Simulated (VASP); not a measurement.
A run of VASP 6.6.1 is set up as follows.

File INCAR:

```
ALGO = Normal
EDIFF = 1E-7
EDIFFG = -0.01
ENCUT = 520
GGA = PS
GGA_COMPAT = F
IBRION = 2
ISIF = 2
ISMEAR = -1
LASPH = T
LCHARG = F
LREAL = F
LWAVE = F
NELM = 120
NELMIN = 4
NSW = 80
PREC = Accurate
SIGMA = 0.02
```

KPOINTS

```
k-points
0
Gamma
  6 6 5
```

File POSCAR:

```
ZrO2
1.0
    3.5961000000      0.0000000000      0.0000000000
    0.0000000000      3.5961000000      0.0000000000
    0.0000000000      0.0000000000      5.1770000000
Zr O
2 4
Direct
    0.0000000000      0.0000000000      0.0000000000
    0.5000000000      0.5000000000      0.5000000000
    0.0000000000      0.5000000000      0.2030000000
    0.0000000000      0.5000000000      0.7030000000
    0.5000000000      0.0000000000      0.2970000000
    0.5000000000      0.0000000000      0.7970000000
```

Potentials or basis: VASP PAW PBE potentials, release 64 (Zr_sv, O).

The run is started by

```console
$ cat potpaw_PBE.64/Zr_sv/POTCAR potpaw_PBE.64/O/POTCAR > POTCAR
$ mpirun -np 1 vasp_std > vasp.out
```

Problem. Estimate the energy gained by relaxing.

Solution. 0.1 meV/atom.

Problem. Estimate the band gap on the k mesh.

Solution. 3.95 eV, indirect (least direct gap 4.06 eV).

Final structure:
```
Zr O
1.0
     3.59610    0.00000    0.00000
     0.00000    3.59610    0.00000
     0.00000    0.00000    5.17700
Zr O
2 4
Direct
  0.00000 0.00000 0.00000
  0.50000 0.50000 0.50000
  0.00000 0.50000 0.20175
  0.00000 0.50000 0.70175
  0.50000 0.00000 0.29825
  0.50000 0.00000 0.79825
```

 A k mesh can miss the band edges.
